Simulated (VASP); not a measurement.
# Cu (Fm-3m) in VASP: notebook

The runs below take Cu through single point, relaxation of volume and atoms at fixed shape, with PBEsol.

Program: VASP 6.6.1. These are calculated values, not measurements. Logs are shortened: lines on timing, memory, paths and dates and some standing lists are left out, and cuts for length are marked.

### 1 The cell of the first run

It takes space group Fm-3m (No. 225, cubic). The conventional cell has a = 3.570 Å, b = 3.570 Å, c = 3.570 Å, α = 90.00°, β = 90.00°, γ = 90.00°. Within 3.3 Å of Cu (site symmetry m-3m) lie 12 Cu at 2.52 Å.

### 2 Single point, PBEsol

INCAR

```
  PREC = Accurate
  ENCUT = 520
  EDIFF = 1E-6
  ISMEAR = 1
  SIGMA = 0.05
  LREAL = False
  LASPH = True
  NELM = 80
  ALGO = Normal
  ISIF = 2
  LWAVE = False
  LCHARG = False
  GGA = PS
  NBANDS = 12
```

KPOINTS

```
regular mesh
0
Gamma
  8 8 8
```

POSCAR

```
Cu
1.0
    0.0000000000      1.7850377308      1.7850377308
    1.7850377308      0.0000000000      1.7850377308
    1.7850377308      1.7850377308      0.0000000000
Cu
1
Direct
    0.0000000000      0.0000000000      0.0000000000
```

Potentials or basis: VASP PAW PBE potentials, release 64 (Cu).

On the command line:

```bash
$ cat potpaw_PBE.64/Cu/POTCAR > POTCAR
$ mpirun -np 1 vasp_std > vasp.out
```

OUTCAR:

```text
PREC = Accurate
   ENCUT = 520
   EDIFF = 1E-6
   ISMEAR = 1
   LREAL = False
   LASPH = True
   NELM = 80
   ISIF = 2
   GGA = PS

 ion  position               nearest neighbor table
   1  0.000  0.000  0.000-

  LATTYP: Found a face centered cubic cell.
 ALAT       =     3.5700754616

  Lattice vectors:

 A1 = (   0.0000000000,   1.7850377308,   1.7850377308)
 A2 = (   1.7850377308,   0.0000000000,   1.7850377308)
 A3 = (   1.7850377308,   1.7850377308,   0.0000000000)

Analysis of symmetry for initial positions (statically):
=====================================================================
 Subroutine PRICEL returns:
 Original cell was already a primitive cell.

 Routine SETGRP: Setting up the symmetry group for a
 face centered cubic supercell.

 Subroutine GETGRP returns: Found 48 space group operations
 (whereof 48 operations were pure point group operations)
 out of a pool of 48 trial point group operations.

The static configuration has the point symmetry O_h .

Analysis of symmetry for dynamics (positions and initial velocities):
=====================================================================
 Subroutine PRICEL returns:
 Original cell was already a primitive cell.

 Routine SETGRP: Setting up the symmetry group for a
 face centered cubic supercell.

 Subroutine GETGRP returns: Found 48 space group operations
 (whereof 48 operations were pure point group operations)
 out of a pool of 48 trial point group operations.

The dynamic configuration has the point symmetry O_h .

 Subroutine INISYM returns: Found 48 space group operations
 (whereof 48 operations are pure point group operations),
 and found     1 'primitive' translations

----------------------------------------------------------------------------------------

                                     Primitive cell

  volume of cell :      11.3755

  direct lattice vectors                    reciprocal lattice vectors
     0.000000000  1.785037731  1.785037731    -0.280106124  0.280106124  0.280106124
     1.785037731  0.000000000  1.785037731     0.280106124 -0.280106124  0.280106124
     1.785037731  1.785037731  0.000000000     0.280106124  0.280106124 -0.280106124

  length of vectors
     2.524424568  2.524424568  2.524424568     0.485158038  0.485158038  0.485158038

  position of ions in fractional coordinates (direct lattice)
     0.000000000  0.000000000  0.000000000

  ion indices of the primitive-cell ions
   primitive index   ion index
                 1           1

----------------------------------------------------------------------------------------

 KPOINTS: regular mesh

Automatic generation of k-mesh.
 Grid dimensions read from file:
 generate k-points for:    8    8    8

 Generating k-lattice:

  Cartesian coordinates                     Fractional coordinates (reciprocal lattice)
    -0.035013266  0.035013266  0.035013266     0.125000000  0.000000000  0.000000000
     0.035013266 -0.035013266  0.035013266     0.000000000  0.125000000  0.000000000
     0.035013266  0.035013266 -0.035013266     0.000000000  0.000000000  0.125000000

  Length of vectors
     0.060644755  0.060644755  0.060644755

  Shift w.r.t. Gamma in fractional coordinates (k-lattice)
     0.000000000  0.000000000  0.000000000

 Subroutine IBZKPT returns following result:
 ===========================================

 Found     29 irreducible k-points:

 Following reciprocal coordinates:
            Coordinates               Weight
  0.000000  0.000000  0.000000      1.000000
  0.125000  0.000000  0.000000      8.000000
  0.250000  0.000000  0.000000      8.000000
  0.375000  0.000000  0.000000      8.000000
  0.500000  0.000000  0.000000      4.000000
  0.125000  0.125000  0.000000      6.000000
[... 16 lines left out ...]
  0.500000  0.250000  0.125000     48.000000
 -0.375000  0.250000  0.125000     24.000000
 [... further k-points ...]
   k-points           NKPTS =     29   k-points in BZ     NKDIM =     29   number of bands    NBANDS=     12
   number of dos      NEDOS =    301   number of ions     NIONS =      1
   total plane-waves  NPLWV =   8000
   dimension x,y,z NGX =    20 NGY =   20 NGZ =   20
   dimension x,y,z NGXF=    40 NGYF=   40 NGZF=   40
   ions per type =               1
   NGX,Y,Z   is equivalent  to a cutoff of  13.17, 13.17, 13.17 a.u.
   NGXF,Y,Z  is equivalent  to a cutoff of  26.34, 26.34, 26.34 a.u.
 SYSTEM =  unknown system
   PREC   = accura    normal or accurate (medium, high low for compatibility)
   ISTART =      0    job   : 0-new  1-cont  2-samecut
   ICHARG =      2    charge: 1-file 2-atom 10-const
   ISPIN  =      1    spin polarized calculation?
   LNONCOLLINEAR =      F non collinear calculations
   LSORBIT =      F    spin-orbit coupling
   LASPH  =      T    aspherical Exc in radial PAW
   ENCUT  =  520.0 eV  38.22 Ry    6.18 a.u.   4.69  4.69  4.69*2*pi/ulx,y,z
   NELM   =     80;   NELMIN=  2; NELMDL= -5     # of ELM steps
   EDIFF  = 0.1E-05   stopping-criterion for ELM
   LREAL  =      F    real-space projection
   EDIFFG = 0.1E-04   stopping-criterion for IOM
   NSW    =      0    number of steps for IOM
   IBRION =     -1    ionic relax: 0-MD 1-quasi-New 2-CG
   NFREE  =      0    steps in history (QN), initial steepest desc. (CG)
   ISIF   =      2    stress and relaxation
   ISYM   =      2    0-nonsym 1-usesym 2-fastsym
   POTIM  = 0.5000    time-step for ionic-motion
   TEBEG  =    0.0;   TEEND  =   0.0 temperature during run
   PSTRESS=    0.0 pullay stress
   NELECT =      11.0000    total number of electrons
   NUPDOWN=      -1.0000    fix difference up-down
   EMIN   =  10.00;   EMAX   =-10.00  energy-range for DOS
   EFERMI =   0.00;   METHOD = LEGACY
   ISMEAR =     1;   SIGMA  =   0.05  broadening in eV -4-tet -1-fermi 0-gaus
   EFERMI_NEDOS =   21; number of points for ismear=-14 and -15
   IALGO  =     38    algorithm
   IMIX   =      4    mixing-type and parameters
     AMIX     =   0.40;   BMIX     =  1.00
     AMIX_MAG =   1.60;   BMIX_MAG =  1.00
  volume/ion in A,a.u.               =      11.38        76.77
  Fermi-wavevector in a.u.,A,eV,Ry     =   1.618881  3.059242 35.657829  2.620777
  Thomas-Fermi vector in A             =   2.713072
   LORBIT       =      0    0 simple, 1 ext, 2 COOP (PROOUT), +10 PAW based schemes
   GGA     = PS    functional components
   LHFCALC =     F    Hartree Fock is set to
   AEXX    =    0.0000 exact exchange contribution
   IVDW    =     0    specifies the selected vdW correction
   LEPSILON=     F    determine dielectric tensor
   LRPA    =     F    only Hartree local field effects (RPA)
 non-spin polarized calculation
 Methfessel and Paxton  Order N= 1 SIGMA  =   0.05
  energy-cutoff  :      520.00
  volume of cell :       11.38
 maximum number of plane-waves:       331
   NGX =  9   NGY =  9   NGZ =  9

 number of electron      11.0000013 magnetization

 Free energy of the ion-electron system (eV)
  ---------------------------------------------------
  ext. energy  EPLUGINS =         0.00000000
  ---------------------------------------------------
  free energy    TOTEN  =        -4.27324599 eV

  energy without entropy =       -4.27265856  energy(sigma->0) =       -4.27305018

 E-fermi :   7.7647     XC(G=0): -13.1270

 val. band max:        7.7411080772   @ k =   0.5000   0.2500   0.1250
 cond. band min:       7.9721421824   @ k =   0.5000   0.1250   0.0000
 fundamental gap:      0.2310341052
 Fermi energy:         7.7646935235

 k-point     1 :       0.0000    0.0000    0.0000
  band No.  band energies     occupation
      1      -1.8056      2.00000
      2       4.7417      2.00000
      3       4.7417      2.00000
      4       4.7417      2.00000
      5       5.6244      2.00000
      6       5.6244      2.00000
      7      30.7553      0.00000
      8      33.6640      0.00000
      9      33.6640      0.00000
     10      33.6640      0.00000
     11      36.1788      0.00000
     12      36.1788      0.00000

 k-point     2 :       0.1250    0.0000    0.0000
  band No.  band energies     occupation
      1      -1.2272      2.00000
      2       4.6235      2.00000
      3       4.8410      2.00000
      4       4.8410      2.00000
      5       5.5929      2.00000
      6       5.5929      2.00000
      7      27.0632      0.00000
      8      31.4660      0.00000
      9      32.4493      0.00000
     10      32.4493      0.00000
     11      38.0587      0.00000
     12      38.0742      0.00000

 k-point     3 :       0.2500    0.0000    0.0000
  band No.  band energies     occupation
      1       0.3702      2.00000
      2       4.4650      2.00000
      3       4.9086      2.00000
      4       4.9086      2.00000
      5       5.7096      2.00000
      6       5.7096      2.00000
      7      20.6082      0.00000
      8      30.6765      0.00000
      9      31.2256      0.00000
     10      31.2256      0.00000
     11      36.9474      0.00000
     12      36.9474      0.00000
[... 286 lines left out ...]
 k-point    23 :       0.5000    0.2500    0.1250
  band No.  band energies     occupation
      1       3.0475      2.00000
      2       4.1098      2.00000
      3       4.4480      2.00000
      4       5.3251      2.00000
      5       5.9776      2.00000
      6       7.7411      1.70833
      7      16.0731      0.00000
      8      21.6350      0.00000
      9      24.6223      0.00000
     10      32.2459      0.00000
     11      35.8521      0.00000
     12      39.7973      0.00000

 k-point    24 :      -0.3750    0.2500    0.1250
  band No.  band energies     occupation
      1       3.3731      2.00000
      2       4.1028      2.00000
      3       4.6566      2.00000
      4       5.2175      2.00000
      5       6.1658      2.00000
      6       9.9945      0.00000
      7      12.2948      0.00000
      8      22.3267      0.00000
      9      22.8286      0.00000
     10      31.9330      0.00000
     11      35.7430      0.00000
     12      43.2812      0.00000

 [... further k-points ...]
[... 5 lines left out ...]
  --------------------------------------------------------------------------------------
  -------------------------------------------------------------------------------------
  Total        0.0526479      0.0526479      0.0526479      0.0000000      0.0000000     -0.0000000
  in kB        7.4151420      7.4151420      7.4151420      0.0000000      0.0000000     -0.0000000
  external PRESSURE =       7.4151420 kB  Pullay stress =       0.0000000 kB

 VOLUME and BASIS-vectors are now :
 -----------------------------------------------------------------------------
  energy-cutoff  :      520.00
  volume of cell :       11.38
      direct lattice vectors                 reciprocal lattice vectors
     0.000000000  1.785037731  1.785037731    -0.280106124  0.280106124  0.280106124
     1.785037731  0.000000000  1.785037731     0.280106124 -0.280106124  0.280106124
     1.785037731  1.785037731  0.000000000     0.280106124  0.280106124 -0.280106124

 POSITION                                       TOTAL-FORCE (eV/Angst)
 -----------------------------------------------------------------------------------
      0.00000      0.00000      0.00000        -0.000000      0.000000     -0.000000
 -----------------------------------------------------------------------------------
    total drift:                               -0.000000     -0.000000     -0.000000

  FREE ENERGIE OF THE ION-ELECTRON SYSTEM (eV)
  ---------------------------------------------------
  free  energy   TOTEN  =        -4.2732459884 eV

  energy  without entropy=       -4.2726585569  energy(sigma->0) =       -4.27305018
```

Run time: 2.8 s. Hardware: 1 thread of AMD EPYC 9R45 (Zen 5), shared host; peak memory 0.09 GiB.

What came out:

| Property | Result |
| --- | --- |
| Free energy | -4.2732 eV |
| Pressure | 0.7 GPa |

Caveat: the k points lie up to 0.38 Å⁻¹ apart; the PAW data sets were made with another functional, which shifts forces and pressure a little.

### 3 Relaxation of volume and atoms at fixed shape, PBEsol

This run uses another cell than the first one, of 11.81 Å³/atom, 1.038 times its volume.

INCAR

```
PREC = Accurate
ENCUT = 600
EDIFF = 1E-6
ISMEAR = 1
SIGMA = 0.05
LREAL = False
LASPH = True
NELM = 60
ALGO = Normal
ISIF = 8
LWAVE = False
LCHARG = False
GGA = PS
IBRION = 2
NSW = 60
EDIFFG = -0.01
```

KPOINTS is that of step 2.

POSCAR

```
Cu
1.0
    0.0000000000      1.8075000000      1.8075000000
    1.8075000000      0.0000000000      1.8075000000
    1.8075000000      1.8075000000      0.0000000000
Cu
1
Direct
    0.0000000000      0.0000000000      0.0000000000
```

Potentials or basis: VASP PAW PBE potentials, release 64 (Cu).

On the command line:

```bash
$ cat potpaw_PBE.64/Cu/POTCAR > POTCAR
$ mpirun -np 1 vasp_std > vasp.out
```

OUTCAR:

```text
PREC = Accurate
   ENCUT = 600
   EDIFF = 1E-6
   ISMEAR = 1
   LREAL = False
   LASPH = True
   NELM = 60
   ISIF = 8
   GGA = PS
   IBRION = 2
   NSW = 60
   EDIFFG = -0.01

 ion  position               nearest neighbor table
   1  0.000  0.000  0.000-

  LATTYP: Found a face centered cubic cell.
 ALAT       =     3.6150000000

  Lattice vectors:

 A1 = (   0.0000000000,   1.8075000000,   1.8075000000)
 A2 = (   1.8075000000,   0.0000000000,   1.8075000000)
 A3 = (   1.8075000000,   1.8075000000,   0.0000000000)

Analysis of symmetry for initial positions (statically):
=====================================================================
 Subroutine PRICEL returns:
 Original cell was already a primitive cell.

[... 244 lines left out ...]
  free energy    TOTEN  =        -4.27360850 eV

  energy without entropy =       -4.27302107  energy(sigma->0) =       -4.27341269

 E-fermi :   7.7029     XC(G=0): -13.0995

 val. band max:        7.6793264461   @ k =   0.5000   0.2500   0.1250
 cond. band min:       7.9143303157   @ k =   0.5000   0.1250   0.0000
 fundamental gap:      0.2350038695
 Fermi energy:         7.7029118947

 k-point     1 :       0.0000    0.0000    0.0000
  band No.  band energies     occupation
      1      -1.8288      2.00000
      2       4.6970      2.00000
      3       4.6970      2.00000
      4       4.6970      2.00000
      5       5.5733      2.00000
      6       5.5733      2.00000
      7      30.6584      0.00000
      8      33.5306      0.00000
      9      33.5306      0.00000
[... 265 lines left out ...]
 k-point    24 :      -0.3750    0.2500    0.1250
  band No.  band energies     occupation
      1       3.3371      2.00000
      2       4.0637      2.00000
      3       4.6133      2.00000
      4       5.1697      2.00000
      5       6.1109      2.00000
      6       9.9306      0.00000
      7      12.2119      0.00000
      8      22.2291      0.00000
      9      22.7163      0.00000

 [... further k-points ...]
[... 5 lines left out ...]
  --------------------------------------------------------------------------------------
  -------------------------------------------------------------------------------------
  Total       -0.0020106     -0.0020106     -0.0020106      0.0000000     -0.0000000      0.0000000
  in kB       -0.2818689     -0.2818689     -0.2818689      0.0000000     -0.0000000      0.0000000
  external PRESSURE =      -0.2818689 kB  Pullay stress =       0.0000000 kB
[... 16 lines left out ...]
  FREE ENERGIE OF THE ION-ELECTRON SYSTEM (eV)
  ---------------------------------------------------
  free  energy   TOTEN  =        -4.2736085035 eV

  energy  without entropy=       -4.2730210706  energy(sigma->0) =       -4.27341269

 reached required accuracy - stopping structural energy minimisation
```

CONTCAR:

```text
Cu
   1.00000000000000
     0.0000000000000000    1.7878089342208363    1.7878089342208363
     1.7878089342208363    0.0000000000000000    1.7878089342208363
     1.7878089342208363    1.7878089342208363    0.0000000000000000
  Cu
     1
Direct
     0.0000000000000000    0.0000000000000000    0.0000000000000000

  0.00000000E+00  0.00000000E+00  0.00000000E+00
```

Wall time 5.2 s (1 thread of AMD EPYC 9R45 (Zen 5), shared host); peak memory 0.1 GiB.

What came out:

| Property | Result |
| --- | --- |
| Free energy | -4.2736 eV |
| Relaxed volume | 11.43 Å³/atom |
| Relaxed cell | a = 2.528 Å, b = 2.528 Å, c = 2.528 Å, α = 60.00°, β = 60.00°, γ = 60.00° |
| Space group after relaxing (to 0.05 Å) | Fm-3m (No. 225) |
| Energy gained by relaxing | 6.0 meV/atom |
| Ionic steps | 3 |
| Pressure after relaxing | 0.0 GPa |

The path:
```
step  energy change (eV)  largest force (eV/Å)  pressure (GPa)  volume (Å³)
   1              0.0000                0.0000           -4.88        11.81
   2             -0.0037                0.0000            3.38        11.21
   3             -0.0060                0.0000           -0.03        11.43
```

Final structure:
```yaml
crystal:
  lattice:
    - [0.00000, 1.78781, 1.78781]
    - [1.78781, 0.00000, 1.78781]
    - [1.78781, 1.78781, 0.00000]
  atoms:
    - { symbol: Cu, position: [0.00000, 0.00000, 0.00000] }
```

Caveat: the k points lie up to 0.38 Å⁻¹ apart in the final cell; the PAW data sets were made with another functional, which shifts forces and pressure a little.
